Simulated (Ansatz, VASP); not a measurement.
## One calculation of Ti, two programs

INCAR

```
SYSTEM = Ti
  ALGO = Normal
  EDIFF = 1E-6
  ENCUT = 500
  GGA = PE
  GGA_COMPAT = .FALSE.
  ISIF = 2
  ISMEAR = 1
  LASPH = .TRUE.
  LCHARG = .TRUE.
  LELF = .TRUE.
  LREAL = .FALSE.
  LVHAR = .TRUE.
  LWAVE = .FALSE.
  NBANDS = 12
  NELM = 120
  PREC = Accurate
  SIGMA = 0.02
```

KPOINTS

```
k-points
0
G
  10 10 10
  0 0 0
```

POSCAR

```
Ti
1.0
    0.0000000000      2.0025642044      2.0025642044
    2.0025642044      0.0000000000      2.0025642044
    2.0025642044      2.0025642044      0.0000000000
Ti
1
Direct
    0.0000000000      0.0000000000      0.0000000000
```

Input for Ansatz:

```yaml
crystal:
  lattice:
    - [0.0, 2.0025642043563416, 2.0025642043563416]
    - [2.0025642043563416, 0.0, 2.0025642043563416]
    - [2.0025642043563416, 2.0025642043563416, 0.0]
  atoms:
    - { symbol: Ti, position: [0.0, 0.0, 0.0] }
basis:
  ecutwfc: 653.073269903712
  xc_grid: 2
kpoints:
  mp_grid:
    grid: [10, 10, 10]
hamiltonian:
  xc:
    exchange: pbe
    correlation: pbe
scf:
  n_extra_bands: 12
  convergence:
    dr2_threshold: 1.0e-06
  occupations:
    method: methfessel_paxton
    width: 0.02
  eigensolver:
    kind: davidson
output:
  stress: true
```

Alike in both runs: task single point; functional PBE; k mesh 10 × 10 × 10; occupations methfessel-paxton of order 1, width 0.02 eV; no spin polarisation.

|  | VASP | Ansatz |
| --- | --- | --- |
| version | VASP 6.6.1 | Ansatz 0.2.0 |
| potentials or method | VASP PAW PBE potentials, release 64 (Ti_sv), cutoff 500 eV | plane waves, PAW |
| valence electrons in the cell | 12 | 12 |

VASP gave:

```
pressure (GPa) : 9.1
```

Which values does Ansatz return?

Pressure (GPa): 9.5.

Ansatz's warnings: stress scf threshold loose.
